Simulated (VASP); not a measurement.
**ScTe2: single point with PBE**

Crystal: ScTe2.

```
CELL_PARAMETERS angstrom
0.00000 3.56277 3.56277
3.56277 0.00000 3.56277
3.56277 3.56277 0.00000
ATOMIC_POSITIONS crystal
Sc 0.00000 0.00000 0.00000
Te 0.25000 0.25000 0.25000
Te 0.75000 0.75000 0.75000
```

```yaml
Program: VASP 6.6.1
Task: single point
Functional: PBE
Potentials_or_basis: VASP PAW PBE potentials, release 64 (Sc_sv, Te)
Cutoff: 520 eV
k_mesh: 8 × 8 × 8
Occupations: gaussian, width 0.05 eV
Spin: no spin polarisation
Dipole_correction: no
Further_INCAR_settings: ALGO = Normal; EDIFF = 1e-06; NBANDS = 18
```

```
Pressure               : 0.0 GPa
Band gap on the k mesh : zero (an odd number of electrons rules out a gap without spin polarisation)
```

Levels at points of the mesh, in eV from the Fermi level:
```
           k point  band 9  band 10  band 11  band 12  band 13  band 14
(0.00, 0.00, 0.00)   -3.39     0.13     0.13     0.13     1.11     1.11
(0.50, 0.00, 0.00)   -2.52    -1.96    -1.96    -1.91     1.34     1.34
(0.50, 0.50, 0.00)   -3.68    -0.33    -0.33     0.69     1.62     1.77
```

Wall time 2.7 min on 1 thread of Intel Xeon 8259CL, with other jobs on the host, peak memory 0.26 GiB.

Caveat: spin-orbit coupling is left out, which moves the levels of the heavy elements.
